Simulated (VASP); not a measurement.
# InSb (F-43m) in VASP: further runs

Aim: see how the results for InSb move with the level of theory and the settings. Levels: PBEsol, LDA. Tasks: electric field gradients.

All numbers are computed with VASP 6.6.1; they aren't measurements. Logs are shortened: lines on timing, memory, paths and dates and some standing lists are left out, and cuts for length are marked.

**Experimental background.**

“Electronic Structure and Epitaxy of CdTe Shells on InSb Nanowires”, 2021, arxiv:2111.05126 quotes, for a bulk crystal of InSb: band gap 0.24 eV.

How close the calculation comes is told below.

### Step 1. The cell of the first run

The structure is cubic, space group F-43m (No. 216). Conventional cell: a = 6.478 Å, b = 6.478 Å, c = 6.478 Å, α = 90.00°, β = 90.00°, γ = 90.00°. In (site symmetry -43m) has 4 Sb at 2.81 Å within 3.7 Å. Sb (site symmetry -43m) has 4 In at 2.81 Å within 3.7 Å.

### Step 2. Electric field gradients, PBEsol

The input, INCAR:

```
PREC     = Accurate       # precision mode
ENCUT    = 400            # plane-wave cutoff, eV
EDIFF    = 1E-8           # SCF threshold, eV
ISMEAR   = -1             # smearing method
SIGMA    = 0.05           # smearing width, eV
LREAL    = F              # projectors in reciprocal space
LASPH    = T              # aspherical terms in the spheres
NELM     = 120            # most SCF steps
ALGO     = Normal         # electronic algorithm
ISIF     = 2              # what is computed and relaxed
LWAVE    = F              # write WAVECAR
LCHARG   = F              # write CHGCAR
GGA      = PS             # functional
LEFG     = T            
NBANDS   = 86             # bands
GGA_COMPAT= F
```

The input, KPOINTS:

```
regular mesh
0
Gamma
  5 5 5
```

The input, POSCAR:

```
InSb
1.0
    0.0000000000      6.4782000000      6.4782000000
    6.4782000000      0.0000000000      6.4782000000
    6.4782000000      6.4782000000      0.0000000000
In Sb
8 8
Direct
    0.0000000000      0.0000000000      0.0000000000
    0.0000000000      0.0000000000      0.5000000000
    0.0000000000      0.5000000000      0.0000000000
    0.0000000000      0.5000000000      0.5000000000
    0.5000000000      0.0000000000      0.0000000000
    0.5000000000      0.0000000000      0.5000000000
    0.5000000000      0.5000000000      0.0000000000
    0.5000000000      0.5000000000      0.5000000000
    0.1250000000      0.1250000000      0.1250000000
    0.1250000000      0.1250000000      0.6250000000
    0.1250000000      0.6250000000      0.1250000000
    0.1250000000      0.6250000000      0.6250000000
    0.6250000000      0.1250000000      0.1250000000
    0.6250000000      0.1250000000      0.6250000000
    0.6250000000      0.6250000000      0.1250000000
    0.6250000000      0.6250000000      0.6250000000
```

Potentials or basis: VASP PAW PBE potentials, release 64 (In_d, Sb).

Launch:

```bash
cat potpaw_PBE.64/In_d/POTCAR potpaw_PBE.64/Sb/POTCAR > POTCAR
mpirun -np 1 vasp_std > vasp.out
```

OUTCAR:

```text
PREC = Accurate
   ENCUT = 400
   EDIFF = 1E-8
   ISMEAR = -1
   LREAL = F
   LASPH = T
   NELM = 120
   ISIF = 2
   GGA = PS

 ion  position               nearest neighbor table
   1  0.000  0.000  0.000-   9 2.81  10 2.81  11 2.81  13 2.81
   2  0.000  0.000  0.500-   9 2.81  10 2.81  12 2.81  14 2.81
   3  0.000  0.500  0.000-   9 2.81  11 2.81  12 2.81  15 2.81
   4  0.000  0.500  0.500-  10 2.81  11 2.81  12 2.81  16 2.81
   5  0.500  0.000  0.000-   9 2.81  13 2.81  14 2.81  15 2.81
   6  0.500  0.000  0.500-  10 2.81  13 2.81  14 2.81  16 2.81
[... 8 lines left out ...]
  15  0.625  0.625  0.125-   3 2.81   5 2.81   7 2.81   8 2.81
  16  0.625  0.625  0.625-   4 2.81   6 2.81   7 2.81   8 2.81
[... 6 lines left out ...]
 A1 = (   0.0000000000,   6.4782000000,   6.4782000000)
 A2 = (   6.4782000000,   0.0000000000,   6.4782000000)
 A3 = (   6.4782000000,   6.4782000000,   0.0000000000)

Analysis of symmetry for initial positions (statically):
=====================================================================
 Subroutine PRICEL returns following result:

  LATTYP: Found a face centered cubic cell.
 ALAT       =     6.4782000000

  Lattice vectors:

 A1 = (   0.0000000000,   3.2391000000,   3.2391000000)
 A2 = (   3.2391000000,   0.0000000000,   3.2391000000)
 A3 = (   3.2391000000,   3.2391000000,   0.0000000000)

   8 primitive cells build up your supercell.

 Routine SETGRP: Setting up the symmetry group for a
 face centered cubic supercell.

 Subroutine GETGRP returns: Found 24 space group operations
 (whereof 24 operations were pure point group operations)
 out of a pool of 48 trial point group operations.

The static configuration has the point symmetry T_d .

Analysis of symmetry for dynamics (positions and initial velocities):
=====================================================================
 Subroutine PRICEL returns following result:

  LATTYP: Found a face centered cubic cell.
 ALAT       =     6.4782000000

  Lattice vectors:

 A1 = (   0.0000000000,   3.2391000000,   3.2391000000)
 A2 = (   3.2391000000,   0.0000000000,   3.2391000000)
 A3 = (   3.2391000000,   3.2391000000,   0.0000000000)

[... 1018 lines left out ...]

------------------------ aborting loop because EDIFF is reached ----------------------------------------

  FORCE on cell =-STRESS in cart. coord.  units (eV):
  Direction    XX          YY          ZZ          XY          YZ          ZX
  --------------------------------------------------------------------------------------
  -------------------------------------------------------------------------------------
  Total        2.8920479      2.8920479      2.8920479      0.0000000      0.0000000      0.0000000
  in kB        8.5216368      8.5216368      8.5216368      0.0000000      0.0000000      0.0000000
  external PRESSURE =       8.5216368 kB  Pullay stress =       0.0000000 kB

 VOLUME and BASIS-vectors are now :
 -----------------------------------------------------------------------------
  energy-cutoff  :      400.00
  volume of cell :      543.74
      direct lattice vectors                 reciprocal lattice vectors
     0.000000000  6.478200000  6.478200000    -0.077181933  0.077181933  0.077181933
     6.478200000  0.000000000  6.478200000     0.077181933 -0.077181933  0.077181933
     6.478200000  6.478200000  0.000000000     0.077181933  0.077181933 -0.077181933

 POSITION                                       TOTAL-FORCE (eV/Angst)
 -----------------------------------------------------------------------------------
      0.00000      0.00000      0.00000        -0.000000     -0.000000      0.000000
      3.23910      3.23910      0.00000        -0.000000     -0.000000      0.000000
      3.23910      0.00000      3.23910        -0.000000     -0.000000      0.000000
      6.47820      3.23910      3.23910        -0.000000     -0.000000      0.000000
      0.00000      3.23910      3.23910        -0.000000     -0.000000      0.000000
      3.23910      6.47820      3.23910        -0.000000     -0.000000      0.000000
[... 8 lines left out ...]
      4.85865      4.85865      8.09775        -0.000000      0.000000      0.000000
      8.09775      8.09775      8.09775         0.000000      0.000000     -0.000000
 -----------------------------------------------------------------------------------
    total drift:                                0.000005      0.000005      0.000003

  FREE ENERGIE OF THE ION-ELECTRON SYSTEM (eV)
  ---------------------------------------------------
  free  energy   TOTEN  =       -61.5677279056 eV

  energy  without entropy=      -61.5648822677  energy(sigma->0) =      -61.56630509

 Electric field gradients (V/A^2)
---------------------------------------------------------------------
 ion       V_xx      V_yy      V_zz      V_xy      V_xz      V_yz
---------------------------------------------------------------------
   1      -0.000     0.000     0.000    -0.000    -0.000    -0.000
   2      -0.000     0.000     0.000    -0.000    -0.000    -0.000
   3      -0.000     0.000     0.000    -0.000    -0.000    -0.000
   4      -0.000     0.000     0.000    -0.000    -0.000    -0.000
   5      -0.000     0.000     0.000    -0.000    -0.000    -0.000
   6      -0.000     0.000     0.000    -0.000    -0.000    -0.000
[... 8 lines left out ...]
  15       0.000    -0.000    -0.000     0.000     0.000     0.000
  16       0.000    -0.000    -0.000     0.000     0.000     0.000
---------------------------------------------------------------------

 Electric field gradients after diagonalization (V/A^2)
 (convention: |V_zz| > |V_xx| > |V_yy|)
----------------------------------------------------------------------
 ion       V_xx      V_yy      V_zz     asymmetry (V_yy - V_xx)/ V_zz
----------------------------------------------------------------------
   1       0.000     0.000    -0.001       0.000
   2       0.000     0.000    -0.001       0.000
   3       0.000     0.000    -0.001       0.000
   4       0.000     0.000    -0.001       0.000
   5       0.000     0.000    -0.001       0.000
   6       0.000     0.000    -0.001       0.000
[... 8 lines left out ...]
  15      -0.000    -0.000     0.000       0.000
  16      -0.000    -0.000     0.000       0.000
----------------------------------------------------------------------

           NMR quadrupolar parameters

 Cq : quadrupolar parameter    Cq=e*Q*V_zz/h
 eta: asymmetry parameters     (V_yy - V_xx)/ V_zz
 Q  : nuclear electric quadrupole moment in mb (millibarn)
----------------------------------------------------------------------
 ion       Cq(MHz)       eta       Q (mb)
----------------------------------------------------------------------
   1      -0.000       0.000       1.000
   2      -0.000       0.000       1.000
   3      -0.000       0.000       1.000
   4      -0.000       0.000       1.000
   5      -0.000       0.000       1.000
   6      -0.000       0.000       1.000
[... 8 lines left out ...]
  15       0.000       0.000       1.000
  16       0.000       0.000       1.000
----------------------------------------------------------------------
```

OSZICAR:

```text
N       E                     dE             d eps       ncg     rms          rms(c)
DAV:   1     0.130194259938E+04    0.13019E+04   -0.51759E+04  1720   0.143E+03
DAV:   2     0.109245829799E+03   -0.11927E+04   -0.11586E+04  1800   0.404E+02
[... 12 lines left out ...]
DAV:  15    -0.615677278162E+02   -0.22452E-06   -0.26749E-07  1648   0.216E-03    0.111E-03
DAV:  16    -0.615677278991E+02   -0.82897E-07   -0.71541E-08  1764   0.912E-04    0.311E-04
DAV:  17    -0.615677279203E+02   -0.21178E-07   -0.51645E-09  1022   0.425E-04    0.107E-04
DAV:  18    -0.615677278996E+02    0.20638E-07   -0.32151E-09  1016   0.519E-04    0.144E-04
DAV:  19    -0.615677279133E+02   -0.13644E-07   -0.13449E-09  1022   0.308E-04    0.158E-04
DAV:  20    -0.615677279056E+02    0.76761E-08   -0.55011E-10  1010   0.176E-04
   1 F= -.61567728E+02 E0= -.61566305E+02  d E =-.284564E-02
```

Run time: 6.4 min. Hardware: 1 thread of Intel Xeon Platinum 8488C (Sapphire Rapids), shared host; peak memory 0.61 GiB.

What came out:

```yaml
Free_energy: -61.5677 eV
Pressure: 0.9 GPa
Band_gap_on_the_k_mesh: zero (filled and empty bands touch)
Largest_electric_field_gradient_by_atom: zero within the noise of the run
```

Levels at points of the mesh, in eV from the Fermi level:
| k point | band 69 | band 70 | band 71 | band 72 | band 73 | band 74 | band 75 | band 76 |
| --- | --- | --- | --- | --- | --- | --- | --- | --- |
| (0.00, 0.00, 0.00) | -1.08 | -0.32 | -0.07 | -0.07 | -0.07 | 0.41 | 0.41 | 0.41 |

Caveat: semilocal functionals underestimate gaps, so a narrow gap can read as zero; the PAW data sets were made with another functional, which shifts forces and pressure a little; spin-orbit coupling is left out, which moves the levels of the heavy elements.

[end of part 1 of 3]
